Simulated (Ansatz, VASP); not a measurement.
## Two plane-wave programs on MnAs

```
As Mn
1.0
     3.65986    0.00000    0.00000
    -1.82993    3.16953    0.00000
     0.00000    0.00000    5.61409
As Mn
2 2
Direct
  0.66667 0.33333 0.75000
  0.33333 0.66667 0.25000
  0.00000 0.00000 0.50000
  0.00000 0.00000 0.00000
```

Alike in both runs: task single point; functional PBE; k mesh 8 × 8 × 5; occupations fermi-dirac, width 0.05 eV; collinear spin.

|  | VASP | Ansatz |
| --- | --- | --- |
| version | VASP 6.6.1 | Ansatz 0.2.0 |
| potentials or method | VASP PAW PBE potentials, release 64 (As, Mn_pv) | Ansatz PAW |
| plane-wave cutoff (eV) | 520 | 420 |
| valence electrons in the cell | 36 | 60 |

Ansatz gave:

| Quantity | Value |
| --- | --- |
| gap on the k mesh at the Fermi level (eV) | none |
| pressure (GPa) | -1.7 |
| traceless stress, the component that is largest in VASP (GPa) | -1.50 |
| net moment per atom (μB) | 1.46 |
| size of the moment on the site where the two differ most (μB) | 2.93 |

Q: Which values does VASP return?

A: gap on the k mesh at the Fermi level (eV): none; pressure (GPa): -1.6; traceless stress, the component that is largest in VASP (GPa): -1.46; net moment per atom (μB): 1.45; size of the moment on the site where the two differ most (μB): 2.98.

Site moments also hang on the region over which each program counts them. A gap of «none» marks a metal or a gap that the smearing closes. VASP's potentials hold 36 valence electrons a cell and Ansatz's 60, so a difference there can come from the potentials and not from the codes.
